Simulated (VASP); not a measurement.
A run of VASP 6.6.1:

Contents of INCAR:

```
SYSTEM = InSb3
ALGO = Normal
EDIFF = 1E-7
ENCUT = 520
GGA = PE
ISIF = 2
ISMEAR = 0
LASPH = .True.
LCHARG = .False.
LREAL = .False.
LWAVE = .False.
NBANDS = 22
NELM = 80
PREC = Accurate
SIGMA = 0.01
```

File KPOINTS:

```
k-points
0
Gamma
  5 5 5
  0 0 0
```

The input POSCAR:

```
InSb3
1.0
    4.8154009931      0.0000000000      0.0000000000
    0.0000000000      4.8154009931      0.0000000000
    0.0000000000      0.0000000000      4.8154009931
In Sb
1 3
Direct
    0.0000000000      0.0000000000      0.0000000000
    0.5000000000      0.0000000000      0.5000000000
    0.0000000000      0.5000000000      0.5000000000
    0.5000000000      0.5000000000      0.0000000000
```

Potentials or basis: VASP PAW PBE potentials, release 64 (In_d, Sb).

The run is started by

```bash
$ cat potpaw_PBE.64/In_d/POTCAR potpaw_PBE.64/Sb/POTCAR > POTCAR
$ mpirun -np 1 vasp_std > vasp.out
```

Hardware: 1 thread of Intel(R) Xeon(R) Platinum 8488C (Sapphire Rapids), with other jobs on the host.

Task: Estimate the wall time of this run.

Result: It took 21 s on 1 thread of Intel(R) Xeon(R) Platinum 8488C (Sapphire Rapids) (shared host), peak memory 0.21 GiB. Counts: scf iterations 12, k points 10.
